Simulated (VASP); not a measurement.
Here is a VASP 6.6.1 calculation.

The input INCAR:

```
SYSTEM = Al3Ru2
ALGO = Fast
EDIFF = 1E-6
ENCUT = 520
GGA = PS
ISIF = 2
ISMEAR = 0
LASPH = .True.
LCHARG = .False.
LREAL = .False.
LWAVE = .False.
NBANDS = 48
NELM = 80
PREC = Accurate
SIGMA = 0.15
```

KPOINTS

```
k-points
0
Gamma
  15 15 4
  0 0 0
```

POSCAR

```
Al3Ru2
1.0
   -3.0733627987      0.0000000000      0.0000000000
    0.0000000000     -3.0733627987      0.0000000000
    0.0000000000      0.0000000000     14.1016646833
Al Ru
6 4
Direct
    0.5000000000      0.5000000000      0.3540261558
    1.0000000000      1.0000000000      0.8593446768
    0.5000000000      0.5000000000      0.1582220825
    1.0000000000      1.0000000000      0.6635406035
    0.5000000000      0.5000000000      0.5498302292
    1.0000000000      1.0000000000      0.0445117082
    0.0000000000      0.0000000000      0.4608084619
    0.5000000000      0.5000000000      0.9661269829
    0.0000000000      0.0000000000      0.2472438497
    0.5000000000      0.5000000000      0.7525623708
```

Potentials or basis: VASP PAW PBE potentials, release 64 (Al, Ru_pv).

Command:

```sh
$ cat potpaw_PBE.64/Al/POTCAR potpaw_PBE.64/Ru_pv/POTCAR > POTCAR
$ mpirun -np 1 vasp_std > vasp.out
```

Predict the band gap on the k mesh.

zero (bands 37 and 38 overlap by 1.61 eV).

What does it give for the largest force?

1.569 eV/Å.

Predict the pressure.

2.9 GPa.

Forces on the atoms (eV/Å):
```
Al   0.000  0.000 -0.061
Al   0.000  0.000 -0.672
Al   0.000  0.000  0.070
Al   0.000  0.000  0.010
Al   0.000  0.000  0.007
Al   0.000  0.000  1.569
Ru   0.000  0.000  0.059
Ru   0.000  0.000 -1.197
Ru   0.000  0.000  0.247
Ru   0.000  0.000 -0.031
```

Caveat: the cell differs from its parent crystal (the distance across one plane changed); the PAW data sets were made with another functional, which shifts forces and pressure a little.
